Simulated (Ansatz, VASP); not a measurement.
**SiC in VASP and in Ansatz**

```xyz
2
Lattice="0.0000 1.9369 2.7388 1.9369 0.0000 2.7388 1.9369 1.9369 0.0000" Properties=species:S:1:pos:R:3 pbc="T T T"
Si    0.0000    0.0000    0.0000
C     2.9054    2.9054    4.1082
```

Alike in both runs: task single point; functional PBEsol; k mesh 12 × 12 × 12; occupations gaussian, width 0.05 eV; no spin polarisation.

```csv
,VASP,Ansatz
version,VASP 6.6.1,Ansatz 0.2.0
potentials or method,"VASP PAW PBE potentials, release 64 (Si, C), cutoff 520 eV","scalar-relativistic, plane waves, PAW"
valence electrons in the cell,8,8
```

|  | VASP | Ansatz | Ansatz less VASP |
| --- | --- | --- | --- |
| gap on the k mesh at the Fermi level (eV) | none | none | - |
| pressure (GPa) | -1.6 | -2.0 | -0.35 |
| traceless stress, the component that is largest in VASP (GPa) | -85.66 | -85.81 | -0.158 |

VASP's potentials were made for PBE, not for PBEsol. A gap of «none» marks a metal or a gap that the smearing closes.
